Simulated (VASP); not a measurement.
Input of a VASP 6.6.1 run:

INCAR

```
  PREC = Accurate
  ENCUT = 520
  EDIFF = 1E-6
  ISMEAR = 0
  SIGMA = 0.02
  LREAL = Auto
  LASPH = True
  NELM = 60
  ALGO = Normal
  ISIF = 2
  LWAVE = False
  LCHARG = True
  GGA = PS
  LELF = True
  LVHAR = True
  NELECT = 74.0
  NBANDS = 52
```

The input KPOINTS:

```
Automatic mesh
0
Gamma
  2 2 2
```

The input POSCAR:

```
CuSi16
1.0
    0.0000000000      5.4300000000      5.4300000000
    5.4300000000      0.0000000000      5.4300000000
    5.4300000000      5.4300000000      0.0000000000
Si Cu
16 1
Direct
   -0.0377684162      0.0119008287      0.0160704420
    0.1166635359      0.1230662983      0.1209014733
    0.0029327808     -0.0194885820      0.5105758748
    0.1154670350      0.1198731123      0.6429559853
    0.0047684162      0.5090010129     -0.0216107735
    0.1157815838      0.6407504604      0.1198060773
    0.0035281768      0.5056526703      0.5092403315
    0.1690451197      0.6111843462      0.6067580110
    0.4885945672      0.0002790976      0.0011015654
    0.5908287293      0.1370554328      0.1344609576
    0.4876838858      0.0018829650      0.5085516575
    0.6298011050      0.1134217311      0.6271556169
    0.4877942910      0.5100591160      0.0014872928
    0.6312706262      0.6275562615      0.1127288214
    0.5417857274      0.4859627072      0.4868595764
    0.6304056169      0.6290417127      0.6274649171
    0.9917922652      0.3358342541      0.3359451197
```

Potentials or basis: VASP PAW PBE potentials, release 64 (Si, Cu).

Run with:

```sh
$ cat potpaw_PBE.64/Si/POTCAR potpaw_PBE.64/Cu/POTCAR > POTCAR
$ mpirun -np 1 vasp_std > vasp.out
```

(1) Estimate the largest force.

Answers

(1) 0.076 eV/Å.

Caveat: the k points lie up to 0.50 Å⁻¹ apart; the cell carries a net charge on a neutralising background, which shifts energy and pressure; the PAW data sets were made with another functional, which shifts forces and pressure a little.
